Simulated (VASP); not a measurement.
# Ni (Fm-3m) in VASP: a series of runs

Runs on Ni. Level: PBE+D4+U. Tasks: single point.

Everything below comes from runs of VASP 6.6.1. Logs are shortened: lines on timing, memory, paths and dates and some standing lists are left out, and cuts for length are marked.

## 1. The cell of the first run

Symmetry: Fm-3m, No. 225, cubic system. The conventional cell has a = 3.395 Å, b = 3.395 Å, c = 3.395 Å, α = 90.00°, β = 90.00°, γ = 90.00°. Within 3.2 Å of Ni (site symmetry m-3m) lie 12 Ni at 2.40 Å.

## 2. Single point, PBE+D4+U, collinear spin, ferromagnetic start

The input, INCAR:

```
PREC = Accurate ; ENCUT = 590
EDIFF = 1E-6 ; ISMEAR = -5
SIGMA = 0.05 ; LREAL = F
LASPH = T ; NELM = 200
ALGO = Normal ; ISIF = 2
LWAVE = F ; LCHARG = T
ISPIN = 2 ; MAGMOM = 1
LORBIT = 11 ; LMAXMIX = 4
LDAU = T ; LDAUTYPE = 2
LDAUL = 2 ; LDAUU = 3.5
LDAUJ = 0 ; LDAUPRINT = 1
GGA = PE ; IVDW = 13
LELF = T ; LVHAR = T
NBANDS = 19 ; GGA_COMPAT = F
```

The input, KPOINTS:

```
Automatic mesh
0
Gamma
  13 13 13
```

The input, POSCAR:

```
Ni
1.0
    0.0000000000      1.6977453719      1.6977453719
    1.6977453719      0.0000000000      1.6977453719
    1.6977453719      1.6977453719      0.0000000000
Ni
1
Direct
    0.0000000000      0.0000000000      0.0000000000
```

Potentials or basis: VASP PAW PBE potentials, release 64 (Ni_sv_GW).

Launch:

```
$ cat potpaw_PBE.64/Ni_sv_GW/POTCAR > POTCAR
$ mpirun -np 1 vasp_std > vasp.out
```

OUTCAR:

```text
PREC = Accurate
   ENCUT = 590
   EDIFF = 1E-6
   ISMEAR = -5
   LREAL = F
   LASPH = T
   NELM = 200
   ISIF = 2
   ISPIN = 2
   LORBIT = 11
   GGA = PE
   IVDW = 13

 ion  position               nearest neighbor table
   1  0.000  0.000  0.000-

  LATTYP: Found a face centered cubic cell.
 ALAT       =     3.3954907438

  Lattice vectors:

 A1 = (   0.0000000000,   1.6977453719,   1.6977453719)
 A2 = (   1.6977453719,   0.0000000000,   1.6977453719)
 A3 = (   1.6977453719,   1.6977453719,   0.0000000000)

Analysis of symmetry for initial positions (statically):
=====================================================================
 Subroutine PRICEL returns:
 Original cell was already a primitive cell.

 Routine SETGRP: Setting up the symmetry group for a
 face centered cubic supercell.

 Subroutine GETGRP returns: Found 48 space group operations
 (whereof 48 operations were pure point group operations)
 out of a pool of 48 trial point group operations.

The static configuration has the point symmetry O_h .

Analysis of symmetry for dynamics (positions and initial velocities):
=====================================================================
 Subroutine PRICEL returns:
 Original cell was already a primitive cell.

 Routine SETGRP: Setting up the symmetry group for a
 face centered cubic supercell.

 Subroutine GETGRP returns: Found 48 space group operations
 (whereof 48 operations were pure point group operations)
 out of a pool of 48 trial point group operations.

The dynamic configuration has the point symmetry O_h .

Analysis of structural, dynamic, and magnetic symmetry:
=====================================================================
 Subroutine PRICEL returns:
 Original cell was already a primitive cell.

 Routine SETGRP: Setting up the symmetry group for a
 face centered cubic supercell.

 Subroutine GETGRP returns: Found 48 space group operations
 (whereof 48 operations were pure point group operations)
 out of a pool of 48 trial point group operations.

The overall configuration has the point symmetry O_h .

 Subroutine INISYM returns: Found 48 space group operations
 (whereof 48 operations are pure point group operations),
 and found     1 'primitive' translations

----------------------------------------------------------------------------------------

                                     Primitive cell

  volume of cell :       9.7870

  direct lattice vectors                    reciprocal lattice vectors
     0.000000000  1.697745372  1.697745372    -0.294508239  0.294508239  0.294508239
     1.697745372  0.000000000  1.697745372     0.294508239 -0.294508239  0.294508239
     1.697745372  1.697745372  0.000000000     0.294508239  0.294508239 -0.294508239

  length of vectors
     2.400974530  2.400974530  2.400974530     0.510103233  0.510103233  0.510103233

  position of ions in fractional coordinates (direct lattice)
     0.000000000  0.000000000  0.000000000

  ion indices of the primitive-cell ions
   primitive index   ion index
                 1           1

----------------------------------------------------------------------------------------

 KPOINTS: Automatic mesh

Automatic generation of k-mesh.
 Grid dimensions read from file:
 generate k-points for:   13   13   13

 Generating k-lattice:

  Cartesian coordinates                     Fractional coordinates (reciprocal lattice)
    -0.022654480  0.022654480  0.022654480     0.076923077  0.000000000  0.000000000
     0.022654480 -0.022654480  0.022654480     0.000000000  0.076923077  0.000000000
     0.022654480  0.022654480 -0.022654480     0.000000000  0.000000000  0.076923077

  Length of vectors
     0.039238710  0.039238710  0.039238710

  Shift w.r.t. Gamma in fractional coordinates (k-lattice)
[... 52 lines left out ...]
   ENCUT  =  590.0 eV  43.36 Ry    6.59 a.u.   4.76  4.76  4.76*2*pi/ulx,y,z
   NELM   =    200;   NELMIN=  2; NELMDL= -5     # of ELM steps
   EDIFF  = 0.1E-05   stopping-criterion for ELM
   LREAL  =      F    real-space projection
   EDIFFG = 0.1E-04   stopping-criterion for IOM
   NSW    =      0    number of steps for IOM
   IBRION =     -1    ionic relax: 0-MD 1-quasi-New 2-CG
   NFREE  =      0    steps in history (QN), initial steepest desc. (CG)
   ISIF   =      2    stress and relaxation
   ISYM   =      2    0-nonsym 1-usesym 2-fastsym
   POTIM  = 0.5000    time-step for ionic-motion
   TEBEG  =    0.0;   TEEND  =   0.0 temperature during run
   PSTRESS=    0.0 pullay stress
   NELECT =      18.0000    total number of electrons
   NUPDOWN=      -1.0000    fix difference up-down
   EMIN   =  10.00;   EMAX   =-10.00  energy-range for DOS
   EFERMI =   0.00;   METHOD = LEGACY
   ISMEAR =    -5;   SIGMA  =   0.05  broadening in eV -4-tet -1-fermi 0-gaus
   EFERMI_NEDOS =   21; number of points for ismear=-14 and -15
   IALGO  =     38    algorithm
   IMIX   =      4    mixing-type and parameters
     AMIX     =   0.40;   BMIX     =  1.00
     AMIX_MAG =   1.60;   BMIX_MAG =  1.00
  volume/ion in A,a.u.               =       9.79        66.05
  Fermi-wavevector in a.u.,A,eV,Ry     =   2.005779  3.790373 54.738279  4.023150
  Thomas-Fermi vector in A             =   3.019920
   LORBIT       =     11    0 simple, 1 ext, 2 COOP (PROOUT), +10 PAW based schemes
 LDA+U is selected, type is set to LDAUTYPE =  2
   angular momentum for each species LDAUL =     2
   U (eV)           for each species LDAUU =   3.5
   J (eV)           for each species LDAUJ =   0.0
   GGA     = PE    functional components
   LHFCALC =     F    Hartree Fock is set to
   AEXX    =    0.0000 exact exchange contribution
   IVDW    =    13    specifies the selected vdW correction
   LEPSILON=     F    determine dielectric tensor
   LRPA    =     F    only Hartree local field effects (RPA)
 spin polarized calculation
 Fermi weights with tetrahedron method with Bloechl corrections
  energy-cutoff  :      590.00
  volume of cell :        9.79
 maximum number of plane-waves:       331
   NGX =  9   NGY =  9   NGZ =  9

atom =   1  type =  1  l = 2

 onsite density matrix

spin component  1

  0.8729 -0.0000 -0.0000 -0.0000 -0.0000
 -0.0000  0.8729 -0.0000 -0.0000 -0.0000
 -0.0000 -0.0000  0.8827 -0.0000 -0.0000
 -0.0000 -0.0000 -0.0000  0.8729 -0.0000
 -0.0000 -0.0000 -0.0000 -0.0000  0.8827

spin component  2

  0.6216 -0.0000  0.0000  0.0000 -0.0000
 -0.0000  0.6216  0.0000  0.0000  0.0000
  0.0000  0.0000  0.8357 -0.0000 -0.0000
  0.0000  0.0000 -0.0000  0.6216 -0.0000
 -0.0000  0.0000 -0.0000 -0.0000  0.8357

 occupancies and eigenvectors

  o =  0.6216  v =  0.0000  0.0000  0.0000  0.0000  0.0000  0.0000  0.9368 -0.0000 -0.3499  0.0000      0.0000  0.0000  0.0000  0.0000  0.0000  0.0000  0.0000  0.0000  0.0000  0.0000
  o =  0.6216  v =  0.0000  0.0000  0.0000  0.0000  0.0000  1.0000  0.0000  0.0000  0.0000  0.0000      0.0000  0.0000  0.0000  0.0000  0.0000  0.0000  0.0000  0.0000  0.0000  0.0000
  o =  0.6216  v =  0.0000  0.0000  0.0000  0.0000  0.0000  0.0000  0.3499 -0.0000  0.9368  0.0000      0.0000  0.0000  0.0000  0.0000  0.0000  0.0000  0.0000  0.0000  0.0000  0.0000
  o =  0.8357  v =  0.0000  0.0000  0.0000  0.0000  0.0000  0.0000  0.0000  0.9671 -0.0000 -0.2543      0.0000  0.0000  0.0000  0.0000  0.0000  0.0000  0.0000  0.0000  0.0000  0.0000
  o =  0.8357  v =  0.0000  0.0000  0.0000  0.0000  0.0000  0.0000 -0.0000  0.2543  0.0000  0.9671      0.0000  0.0000  0.0000  0.0000  0.0000  0.0000  0.0000  0.0000  0.0000  0.0000
  o =  0.8729  v =  0.0000  0.8732  0.0000  0.4874  0.0000  0.0000  0.0000  0.0000  0.0000  0.0000      0.0000  0.0000  0.0000  0.0000  0.0000  0.0000  0.0000  0.0000  0.0000  0.0000
  o =  0.8729  v =  0.0000  0.4874  0.0000 -0.8732 -0.0000  0.0000  0.0000  0.0000  0.0000  0.0000      0.0000  0.0000  0.0000  0.0000  0.0000  0.0000  0.0000  0.0000  0.0000  0.0000
  o =  0.8729  v =  1.0000  0.0000  0.0000  0.0000  0.0000  0.0000  0.0000  0.0000  0.0000  0.0000      0.0000  0.0000  0.0000  0.0000  0.0000  0.0000  0.0000  0.0000  0.0000  0.0000
  o =  0.8827  v =  0.0000 -0.0000  0.9976  0.0000 -0.0696  0.0000  0.0000  0.0000  0.0000  0.0000      0.0000  0.0000  0.0000  0.0000  0.0000  0.0000  0.0000  0.0000  0.0000  0.0000
  o =  0.8827  v =  0.0000 -0.0000  0.0696 -0.0000  0.9976  0.0000  0.0000  0.0000  0.0000  0.0000      0.0000  0.0000  0.0000  0.0000  0.0000  0.0000  0.0000  0.0000  0.0000  0.0000

 number of electron      17.9999996 magnetization       0.7392857

 Free energy of the ion-electron system (eV)
  ---------------------------------------------------
  ext. energy  EPLUGINS =         0.00000000
  ---------------------------------------------------
  free energy    TOTEN  =        -3.57861512 eV

  energy without entropy =       -3.57861512  energy(sigma->0) =       -3.57861512

 E-fermi :   9.1830     XC(G=0): -14.5225

 val. band max:        9.3230448776   @ k =  -0.4615   0.4615   0.0000
 cond. band min:       9.0540367137   @ k =   0.3846   0.3846   0.0000
 fundamental gap:     -0.2690081639
 Fermi energy:         9.1830222013

 spin component 1

 k-point     1 :       0.0000    0.0000    0.0000
  band No.  band energies     occupation
      1     -94.2256      1.00000
      2     -54.4480      1.00000
      3     -54.4480      1.00000
      4     -54.4480      1.00000
      5      -0.5557      1.00000
      6       5.5296      1.00000
[... 1049 lines left out ...]
     18      50.9898      0.00000
     19      60.1992      0.00000

 [... further k-points ...]

------------------------ aborting loop because EDIFF is reached ----------------------------------------

  DFT-D4 for vdW energy calculation

  Edisp (eV):   -0.50146

  FORCE on cell =-STRESS in cart. coord.  units (eV):
  Direction    XX          YY          ZZ          XY          YZ          ZX
  --------------------------------------------------------------------------------------
  -------------------------------------------------------------------------------------
  Total       0.92548     0.92548     0.92548     0.00000     0.00000    -0.00000
  in kB     151.50613   151.50613   151.50613     0.00000     0.00000    -0.00000
  external pressure =      151.51 kB  Pullay stress =        0.00 kB

 VOLUME and BASIS-vectors are now :
 -----------------------------------------------------------------------------
  energy-cutoff  :      590.00
  volume of cell :        9.79
      direct lattice vectors                 reciprocal lattice vectors
     0.000000000  1.697745372  1.697745372    -0.294508239  0.294508239  0.294508239
     1.697745372  0.000000000  1.697745372     0.294508239 -0.294508239  0.294508239
     1.697745372  1.697745372  0.000000000     0.294508239  0.294508239 -0.294508239

 POSITION                                       TOTAL-FORCE (eV/Angst)
 -----------------------------------------------------------------------------------
      0.00000      0.00000      0.00000         0.000000      0.000000     -0.000000
 -----------------------------------------------------------------------------------
    total drift:                               -0.000000     -0.000000     -0.000000

  FREE ENERGIE OF THE ION-ELECTRON SYSTEM (eV)
  ---------------------------------------------------
  free  energy   TOTEN  =        -4.0800745521 eV

  energy  without entropy=       -4.0800745521  energy(sigma->0) =       -4.08007455

 total charge

# of ion       s       p       d       f       tot
--------------------------------------------------
    1        2.259   6.348   7.888   0.007  16.503

 magnetization (x)

# of ion       s       p       d       f       tot
--------------------------------------------------
    1       -0.005  -0.033   0.848  -0.000   0.809
```

Run time: 2 min. Hardware: 1 thread of AMD EPYC 7R43 (Zen 3), shared host; peak memory 0.13 GiB.

What came out:

* Free energy: -4.0801 eV
* Pressure: 15.2 GPa
* Net moment: 0.74 μB per cell
* Site moments: Ni +0.81 μB
* Valence electrons inside the program's atomic spheres: Ni 16.50
* Dispersion energy per atom: -0.501 eV

Eigenvalues of the final occupation matrices:
```tsv
site	spin	trace	eigenvalues
site 1 d	1	4.38	0.87 0.87 0.87 0.88 0.88
site 1 d	2	3.54	0.62 0.62 0.62 0.84 0.84
```

Caveat: pairwise dispersion overbinds metals, which lowers pressure and volume; the U is typed as a test and isn't derived for this compound; tetrahedron occupations give inexact forces and stress in metals.

## 3. Single point, PBE+D4+U, collinear spin, ferromagnetic start

This run uses another cell than the first one, of 8.86 Å³/atom, 0.906 times its volume.

The input, INCAR:

```
SYSTEM = Ni
PREC = Accurate
ENCUT = 590
EDIFF = 1E-6
ISMEAR = -5
SIGMA = 0.05
LREAL = .False.
LASPH = .True.
NELM = 200
ALGO = Normal
ISIF = 2
LWAVE = .False.
LCHARG = .True.
ISPIN = 2
MAGMOM = 1
LORBIT = 11
LMAXMIX = 4
LDAU = .True.
LDAUTYPE = 2
LDAUL = 2
LDAUU = 3.5
LDAUJ = 0
LDAUPRINT = 1
GGA = PE
IVDW = 13
LELF = .True.
LVHAR = .True.
NBANDS = 19
GGA_COMPAT = .False.
```

The input, KPOINTS:

```
Automatic mesh
0
Gamma
  13 13 13
  0 0 0
```

The input, POSCAR:

```
Ni
1.0
    0.0000000000      1.6425843391      1.6425843391
    1.6425843391      0.0000000000      1.6425843391
    1.6425843391      1.6425843391      0.0000000000
Ni
1
Direct
    0.0000000000      0.0000000000      0.0000000000
```

Potentials or basis: VASP PAW PBE potentials, release 64 (Ni_sv_GW).

Launch:

```
$ cat potpaw_PBE.64/Ni_sv_GW/POTCAR > POTCAR
$ mpirun -np 1 vasp_std > vasp.out
```

It took 40 s on 1 thread of Intel Xeon Platinum 8488C (Sapphire Rapids), shared host; peak memory 0.16 GiB.

Results (log left out):

```yaml
Free_energy: -3.8709 eV
Pressure: 50.4 GPa
Net_moment: 0.68 μB per cell
Site_moments: Ni +0.74 μB
Valence_electrons_inside_the_program's_atomic_spheres: Ni 16.63
Dispersion_energy_per_atom: -0.548 eV
```

Levels at points of the mesh, in eV from the Fermi level:
Spin up:
```csv
k point,band 7,band 8,band 9,band 10,band 11,band 12
"(0.00, 0.00, 0.00)",-3.84,-3.84,-2.19,-2.19,25.32,30.92
```
Spin down:
```csv
k point,band 7,band 8,band 9,band 10,band 11,band 12
"(0.00, 0.00, 0.00)",-2.17,-2.17,-1.46,-1.46,25.02,30.81
```

Eigenvalues of the final occupation matrices:
```
    site  spin  trace               eigenvalues
site 1 d     1   4.37  0.87 0.87 0.87 0.88 0.88
site 1 d     2   3.59  0.64 0.64 0.64 0.83 0.83
```

Caveat: pairwise dispersion overbinds metals, which lowers pressure and volume; the U is typed as a test and isn't derived for this compound; tetrahedron occupations give inexact forces and stress in metals. The state reached can hang on the start; a lower one may exist.
